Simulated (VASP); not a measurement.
**Ti3Ga: single point with LDA**

The system is Ti3Ga.

```
CELL_PARAMETERS angstrom
0.00000 3.19774 3.19774
3.19774 0.00000 3.19774
3.19774 3.19774 0.00000
ATOMIC_POSITIONS crystal
Ti 0.75000 0.75000 0.75000
Ti 0.25000 0.25000 0.25000
Ti 0.00000 0.00000 0.00000
Ga 0.50000 0.50000 0.50000
```

```yaml
Program: VASP 6.6.1
Task: single point
Functional: LDA
Potentials_or_basis: VASP PAW LDA potentials, release 64 (Ti_sv, Ga_d)
Cutoff: 500 eV
k_mesh: 6 × 6 × 6
Occupations: gaussian, width 0.1 eV
Spin: no spin polarisation
```

```yaml
Pressure: -8.9 GPa
Band_gap_on_the_k_mesh: zero (an odd number of electrons rules out a gap without spin polarisation)
```

Levels at points of the mesh, in eV from the Fermi level:
```csv
k point,band 21,band 22,band 23,band 24,band 25,band 26,band 27,band 28
"(0.00, 0.00, 0.00)",-1.89,-1.57,-1.57,0.05,0.05,0.05,2.46,2.46
"(0.50, 0.00, 0.00)",-2.05,-0.46,-0.39,-0.39,0.07,0.07,0.96,1.10
"(0.50, 0.50, 0.00)",-1.82,-0.75,-0.75,-0.21,-0.13,-0.13,1.17,1.17
```

It took 40 s on 1 thread of Intel(R) Xeon(R) Platinum 8488C (Sapphire Rapids), with other jobs on the host, peak memory 0.18 GiB.

Caveat: the cell stands under tension.
